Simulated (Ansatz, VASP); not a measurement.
# Pt: VASP beside Ansatz

The input INCAR:

```
PREC = Accurate
ENCUT = 520
EDIFF = 1E-7
ISMEAR = -1
SIGMA = 0.1
LREAL = F
LASPH = T
NELM = 60
ALGO = Normal
ISIF = 2
LWAVE = F
LCHARG = F
NBANDS = 11
```

Contents of KPOINTS:

```
regular mesh
0
Gamma
  23 23 23
```

Contents of POSCAR:

```
Pt
1.0
    0.0000000000      1.9474302061      1.9474302061
    1.9474302061      0.0000000000      1.9474302061
    1.9474302061      1.9474302061      0.0000000000
Pt
1
Direct
    0.0000000000      0.0000000000      0.0000000000
```

Input for Ansatz:

```yaml
crystal:
  lattice:
    - [0.0, 1.9474302061, 1.9474302061]
    - [1.9474302061, 0.0, 1.9474302061]
    - [1.9474302061, 1.9474302061, 0.0]
  atoms:
    - { symbol: Pt, position: [0.0, 0.0, 0.0] }
hamiltonian:
  xc: lda
  pseudopotentials:
    kind: paw
    azcp:
      Pt: "pseudopotentials/Pt.paw.azcp"
basis:
  ecutwfc: 420
  fft_grid_basis: typed
kpoints:
  mp_grid: { grid: [23, 23, 23], shift: [0, 0, 0] }
magnetization:
  spin_polarized: false
scf:
  occupations: { method: fermi_dirac, width: 0.1 }
  lower_state_search: "off"
output:
  stress: true
  write_density: true
  write_potential: true
  elf: true
  volumetric_format: npy
```

Alike in both runs: task single point; functional LDA; k mesh 23 × 23 × 23; occupations fermi-dirac, width 0.1 eV; no spin polarisation.

|  | VASP | Ansatz |
| --- | --- | --- |
| version | VASP 6.6.1 | Ansatz 0.2.0 |
| potentials or method | VASP PAW LDA potentials, release 64 (Pt), cutoff 520 eV | plane waves (420 eV) with PAW, scalar-relativistic |
| valence electrons in the cell | 10 | 18 |

Ansatz gave:

| Item | Value |
| --- | --- |
| pressure (GPa) | 0.1 |

**Question.** Which values does VASP return?

**Answer.** Pressure (GPa): 0.9.

Ansatz warns that its potentials were made for another functional, while VASP's fit it. LDA's correlation is that of Perdew and Zunger in VASP and of Perdew and Wang (1992) in Ansatz. VASP's potentials hold 10 valence electrons a cell and Ansatz's 18, so a difference there can come from the potentials and not from the codes.

Neither program's run includes spin-orbit coupling.
